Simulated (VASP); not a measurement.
Write the native input for VASP 6.6.1 that does the following.

```yaml
Task: single point
Functional: LDA
Potentials_or_basis: VASP PAW LDA potentials, release 64 (Cu)
Cutoff: 520 eV
k_mesh: 16 × 16 × 16
Occupations: fermi-dirac, width 0.05 eV
Spin: collinear spin
Starting_moments: "[0.9] μB"
Fixed_moment: 0.9 μB
Dipole_correction: no
Further_INCAR_settings: ALGO = Normal; EDIFF = 1e-06; NBANDS = 16
```

The structure of Cu lies in POSCAR:

```
Cu
1.0
    0.0000000000      1.8075000000      1.8075000000
    1.8075000000      0.0000000000      1.8075000000
    1.8075000000      1.8075000000      0.0000000000
Cu
1
Direct
    0.0000000000      0.0000000000      0.0000000000
```

One way to write it, as run:

INCAR

```
  ALGO = Normal
  EDIFF = 1E-6
  ENCUT = 520
  ISIF = 2
  ISMEAR = -1
  ISPIN = 2
  LASPH = True
  LCHARG = False
  LMAXMIX = 4
  LORBIT = 11
  LREAL = False
  LWAVE = False
  MAGMOM = 0.9
  NBANDS = 16
  NELM = 150
  NUPDOWN = 0.9
  PREC = Accurate
  SIGMA = 0.05
```

KPOINTS

```
k-points
0
Gamma
  16 16 16
```

Potentials or basis: VASP PAW LDA potentials, release 64 (Cu).

Launch:

```console
$ cat potpaw_LDA.64/Cu/POTCAR > POTCAR
$ mpirun -np 1 vasp_std > vasp.out
```

Results of the run:

- Pressure: -1.6 GPa
- Net moment: 0.90 μB per cell
- Site moments: Cu +0.72 μB
- Valence electrons inside the program's atomic spheres: Cu 9.97

Caveat: the total moment is fixed, so each spin has its own Fermi level.

It took 75 s on 1 thread of Intel Xeon 8259CL, with other jobs on the host, peak memory 0.15 GiB.
